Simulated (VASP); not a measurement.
# NaF (Villiaumite): single point with r2SCAN

NaF (Villiaumite):

```
CELL_PARAMETERS angstrom
0.00000 2.34261 2.34261
2.34261 0.00000 2.34261
2.34261 2.34261 0.00000
ATOMIC_POSITIONS crystal
Na 0.00000 0.00000 0.00000
F 0.50000 0.50000 0.50000
```

- Program: VASP 6.6.1
- Task: single point
- Functional: r2SCAN
- Potentials or basis: VASP PAW PBE potentials, release 64 (Na_pv, F)
- Cutoff: 520 eV
- k mesh: 10 × 10 × 10
- Occupations: fermi-dirac, width 0.02 eV
- Spin: no spin polarisation

| Quantity | Value |
| --- | --- |
| Pressure | -3.3 GPa |
| Band gap on the k mesh | 6.99 eV, direct |

Levels at points of the mesh, in eV from the valence-band top:
```
           k point  band 4  band 5  band 6  band 7  band 8  band 9  band 10  band 11
(0.00, 0.00, 0.00)  -19.60    0.00    0.00    0.00    6.99   19.54    19.54    19.54
(0.50, 0.00, 0.00)  -19.09   -1.48   -0.25   -0.25   11.41   13.13    21.04    21.04
(0.50, 0.50, 0.00)  -19.65   -1.21   -0.39   -0.39   13.77   13.79    14.51    20.66
```

Run time: 62 s on 1 thread of Intel(R) Xeon(R) Platinum 8124M CPU @ 3.00GHz (Skylake/Cascade Lake) (shared host), peak memory 0.16 GiB.

Caveat: the PAW data sets were made with another functional, which shifts forces and pressure a little. A k mesh can miss the band edges.
